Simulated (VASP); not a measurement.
# Ni2Os: single point with PBE

Ni2Os:

```
Ni Os
1.0
     4.04891    0.00000    0.00000
    -2.02446    3.50646    0.00000
     0.00000    0.00000    2.53784
Ni Os
2 1
Direct
  0.33333 0.66667 0.50000
  0.66667 0.33333 0.50000
  0.00000 0.00000 0.00000
```

| Property | Result |
| --- | --- |
| Program | VASP 6.6.1 |
| Task | single point |
| Functional | PBE |
| Potentials or basis | VASP PAW PBE potentials, release 64 (Ni, Os) |
| Cutoff | 520 eV |
| k mesh | 6 × 6 × 6 |
| Occupations | gaussian, width 0.1 eV |
| Spin | no spin polarisation |
| Dipole correction | no |
| Further INCAR settings | ALGO = Normal; EDIFF = 1e-06; NBANDS = 21 |

| Item | Value |
| --- | --- |
| Pressure | -0.2 GPa |
| Band gap on the k mesh | zero (bands 14 and 15 overlap by 0.87 eV) |

Stress tensor (GPa, compression positive):
```
-0.07  0.00  0.00
 0.00 -0.07  0.00
 0.00  0.00 -0.41
```

Levels at points of the mesh, in eV from the Fermi level:
| k point | band 12 | band 13 | band 14 | band 15 | band 16 | band 17 |
| --- | --- | --- | --- | --- | --- | --- |
| (0.00, 0.00, 0.00) | -1.72 | -1.47 | -1.47 | 1.04 | 1.04 | 6.32 |
| (0.50, 0.00, 0.00) | -0.86 | -0.71 | -0.01 | 0.01 | 0.20 | 0.54 |
| (0.00, 0.00, 0.50) | -0.03 | -0.03 | 0.63 | 0.63 | 1.20 | 5.23 |
| (0.50, 0.00, 0.50) | -1.15 | -0.26 | 0.28 | 1.18 | 1.38 | 1.48 |

Wall time 31 s on 1 thread of AMD EPYC 7R13, on a shared host, peak memory 0.16 GiB.

Caveat: the k points lie up to 0.41 Å⁻¹ apart, too coarse for converged energies and pressures of a metal; spin-orbit coupling is left out, which moves the levels of the heavy elements. Spin polarisation is off, so any magnetic state and its effect on volume and gap are missing.
